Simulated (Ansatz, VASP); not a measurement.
# Si: VASP beside Ansatz

```
Si
1.0
    -2.39913    2.37919    1.32927
     2.37919   -2.39913    1.32927
     2.36356    2.36356   -1.36484
Si
2
Direct
  0.25000 0.75000 0.50000
  0.50000 0.50000 0.00000
```

Change from the starting cell: equal xy, yz and zx shear strains of -1.5 %, crystal datasets.

Alike in both runs: task electric field gradients; functional r2SCAN; k mesh 16 × 16 × 16; occupations fermi-dirac, width 0.08 eV; no spin polarisation.

|  | VASP | Ansatz |
| --- | --- | --- |
| version | VASP 6.6.1 | Ansatz 0.2.0 |
| potentials or method | VASP PAW PBE potentials, release 64 (Si), cutoff 520 eV | all-electron PAW with datasets made for the crystal, scalar-relativistic |

|  | VASP | Ansatz | Ansatz less VASP |
| --- | --- | --- | --- |
| pressure (GPa) | 2.4 | 2.6 | +0.11 |
| traceless stress, the component that is largest in VASP (GPa) | 1.66 | 1.65 | -0.009 |
| rms of the force components (eV/Å) | 0.026 | 0.026 | +0.0001 |
| size of Vzz on the site where it differs most (V/Å²) | 20.6 | 20.8 | +0.13 |

VASP's potentials were made for PBE, not for r2SCAN. Atom by atom the forces differ by 0.000 eV/Å (rms over components). Ansatz ran all-electron here, and VASP with PAW potentials.
